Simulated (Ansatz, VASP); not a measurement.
Two plane-wave programs on LiCl

POSCAR

```
LiCl
1.0
    0.0000000000      2.5560369945      2.5560369945
    2.5560369945      0.0000000000      2.5560369945
    2.5560369945      2.5560369945      0.0000000000
Li Cl
1 1
Direct
    0.0000000000      0.0000000000      0.0000000000
    0.5000000000      0.5000000000      0.5000000000
```

INCAR.step1

```
SYSTEM = LiCl
PREC = Accurate ; ENCUT = 520
EDIFF = 1E-5 ; ISMEAR = 0
SIGMA = 0.01 ; LREAL = .FALSE.
LASPH = .TRUE. ; NELM = 100
ALGO = Normal ; ISIF = 2
LWAVE = .TRUE. ; LCHARG = .FALSE.
GGA = PE ; NBANDS = 12
```

The input INCAR.step2:

```
SYSTEM = LiCl
PREC = Accurate ; ENCUT = 520
EDIFF = 1E-7 ; ISMEAR = 0
SIGMA = 0.01 ; LREAL = .FALSE.
LASPH = .TRUE. ; NELM = 100
ALGO = Normal ; ISIF = 2
LWAVE = .FALSE. ; LCHARG = .FALSE.
GGA = PE ; LHFCALC = .TRUE.
AEXX = 0.15 ; HFSCREEN = 0.1
PRECFOCK = Normal ; ISTART = 1
NBANDS = 12
```

Contents of KPOINTS:

```
Automatic mesh
0
G
  4 4 4
  0 0 0
```

Input for Ansatz:

```yaml
crystal:
  lattice:
    - [0.0, 2.5560369945, 2.5560369945]
    - [2.5560369945, 0.0, 2.5560369945]
    - [2.5560369945, 2.5560369945, 0.0]
  atoms:
    - { symbol: Li, position: [0.0, 0.0, 0.0] }
    - { symbol: Cl, position: [0.5, 0.5, 0.5] }
kpoints:
  mp_grid: { grid: [4, 4, 4] }
hamiltonian:
  xc: { exchange: pbe, correlation: pbe, exx: { coeff: 0.15, omega: 0.1 } }
scf:
  occupations: { method: fixed }
  n_extra_bands: 4
output:
  forces: true
  stress: true
  eigenvalues: true
```

Alike in both runs: task single point; functional PBE-based screened hybrid; k mesh 4 × 4 × 4; no spin polarisation.

|  | VASP | Ansatz |
| --- | --- | --- |
| version | VASP 6.6.1 | Ansatz 0.2.0 |
| potentials or method | VASP PAW PBE potentials, release 64 (Li_sv, Cl) | plane waves |
| plane-wave cutoff (eV) | 520 | 420 |
| occupations | gaussian, width 0.01 eV | fixed |
| valence electrons in the cell | 10 | 10 |

Ansatz gave:

```
gap on the k mesh at the Fermi level (eV) : 7.44
```

Problem. Which values does VASP return?

Solution. gap on the k mesh at the Fermi level (eV): 7.46.

VASP's potentials were made for PBE, not for PBE-based screened hybrid. Ansatz's warnings: stress exchange threshold loose, stress scf threshold loose.

The k mesh is coarse, so the values compare programs but aren't converged. Noted on VASP's run: the cutoff is short for stress, so the pressure is rough.
